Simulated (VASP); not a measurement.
Set up this calculation in VASP 6.6.1, as the native input.

* Task: single point
* Functional: PBE
* Potentials or basis: VASP PAW PBE potentials, release 64 (Na_pv, Bi_d)
* Cutoff: 520 eV
* k mesh: 6 × 6 × 6
* Occupations: gaussian, width 0.1 eV
* Spin: no spin polarisation
* Dipole correction: no
* Further INCAR settings: ALGO = Fast; EDIFF = 1e-07; NBANDS = 22

The structure of Na2Bi lies in POSCAR:

```
Na2Bi
1.0
    5.3312780000      0.0000000000      0.0000000000
   -2.6656390000      4.6170222000      0.0000000000
    0.0000000000      0.0000000000      3.5524191000
Na Bi
2 1
Direct
    0.6666667000      0.3333333000      0.6646010000
    0.3333333000      0.6666667000      0.3353990000
    0.0000000000      0.0000000000      0.0000000000
```

One way to write it, as run:

INCAR

```
  PREC = Accurate
  ENCUT = 520
  EDIFF = 1E-7
  ISMEAR = 0
  SIGMA = 0.1
  LREAL = False
  LASPH = True
  NELM = 60
  ALGO = Fast
  ISIF = 2
  LWAVE = False
  LCHARG = False
  GGA = PE
  NBANDS = 22
```

KPOINTS

```
Automatic mesh
0
Gamma
  6 6 6
```

Potentials or basis: VASP PAW PBE potentials, release 64 (Na_pv, Bi_d).

Run with:

```console
$ cat potpaw_PBE.64/Na_pv/POTCAR potpaw_PBE.64/Bi_d/POTCAR > POTCAR
$ mpirun -np 1 vasp_std > vasp.out
```

It gave:

The pressure is -0.2 GPa. The largest force is 0.023 eV/Å. The band gap on the k mesh is zero (an odd number of electrons rules out a gap without spin polarisation).

Caveat: spin-orbit coupling is left out, which moves the levels of the heavy elements.

It took 38 s on 1 thread of Intel(R) Xeon(R) 6975P-C (Granite Rapids) (shared host), peak memory 0.23 GiB.
